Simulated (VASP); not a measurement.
Crystal: BN.

```
CELL_PARAMETERS angstrom
2.67075 0.00000 0.00000
-1.33537 2.15498 0.00000
0.00000 0.00000 6.73365
ATOMIC_POSITIONS crystal
B 0.33333 0.66667 0.25000
B 0.66667 0.33333 0.75000
N 0.33333 0.66667 0.75000
N 0.66667 0.33333 0.25000
```

This cell differs from its parent crystal: normal strain along x +0.0733, normal strain along z +0.0367.

```yaml
Program: VASP 6.6.1
Task: relaxation of the atoms
Functional: LDA
Potentials_or_basis: VASP PAW LDA potentials, release 64 (B, N)
Cutoff: 520 eV
k_mesh: 12 × 12 × 4
Occupations: gaussian, width 0.05 eV
Spin: no spin polarisation
```

At the start: pressure -21.1 GPa; volume 9.69 Å³/atom.

Problem. How do energy, volume and symmetry change on relaxing?

Solution. Over 3 steps the energy falls by 2.1 meV/atom at a fixed cell; space group Cmcm (No. 63, to 0.1 Å) before and after.

The path:
```tsv
step	energy change (eV)	largest force (eV/Å)	pressure (GPa)
1	0.0000	0.5670	-21.09
2	0.0413	1.2684	-22.31
3	-0.0086	0.0062	-21.62
```

Final structure:
```
CELL_PARAMETERS angstrom
2.67075 0.00000 0.00000
-1.33537 2.15498 0.00000
0.00000 0.00000 6.73365
ATOMIC_POSITIONS crystal
B 0.33156 0.66311 0.25000
B 0.66844 0.33689 0.75000
N 0.33151 0.66303 0.75000
N 0.66849 0.33697 0.25000
```

Caveat: the cell differs from its parent crystal (normal strain along x +0.0733, normal strain along z +0.0367).
